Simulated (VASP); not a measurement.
Write the native input for VASP 6.6.1 that does the following.

```yaml
Task: single point
Functional: revPBE
Dispersion: D4
Potentials_or_basis: VASP PAW PBE potentials, release 64 (Hg, S)
Cutoff: 500 eV
k_mesh: 8 × 8 × 8
Occupations: gaussian, width 0.05 eV
Spin: no spin polarisation
Dipole_correction: no
Further_INCAR_settings: ALGO = Normal; EDIFF = 1e-06; NBANDS = 16
```

The structure of HgS lies in POSCAR:

```
HgS
1.0
    0.0000000000      2.9743836889      2.9743836889
    2.9743836889      0.0000000000      2.9743836889
    2.9743836889      2.9743836889      0.0000000000
Hg S
1 1
Direct
    0.0000000000      0.0000000000      0.0000000000
    0.7500000000      0.7500000000      0.7500000000
```

This cell differs from its parent crystal: volume scaled by 1.02.

The input as run:

INCAR

```
  PREC = Accurate
  ENCUT = 500
  EDIFF = 1E-6
  ISMEAR = 0
  SIGMA = 0.05
  LREAL = False
  LASPH = True
  NELM = 120
  ALGO = Normal
  ISIF = 2
  LWAVE = False
  LCHARG = False
  GGA = RE
  IVDW = 13
  NBANDS = 16
  GGA_COMPAT = False
```

KPOINTS

```
Automatic mesh
0
Gamma
  8 8 8
```

Potentials or basis: VASP PAW PBE potentials, release 64 (Hg, S).

Command:

```bash
$ cat potpaw_PBE.64/Hg/POTCAR potpaw_PBE.64/S/POTCAR > POTCAR
$ mpirun -np 1 vasp_std > vasp.out
```

Results of the run:

```yaml
Pressure: -0.8 GPa
Band_gap_on_the_k_mesh: zero (filled and empty bands touch)
Dispersion_energy_per_atom: -0.540 eV
```

Caveat: the PAW data sets were made with another functional, which shifts forces and pressure a little; spin-orbit coupling is left out, which moves the levels of the heavy elements; pairwise dispersion overbinds metals, which lowers pressure and volume.

Wall time 28 s on 1 thread of Intel Xeon 8259CL, on a shared host, peak memory 0.18 GiB.
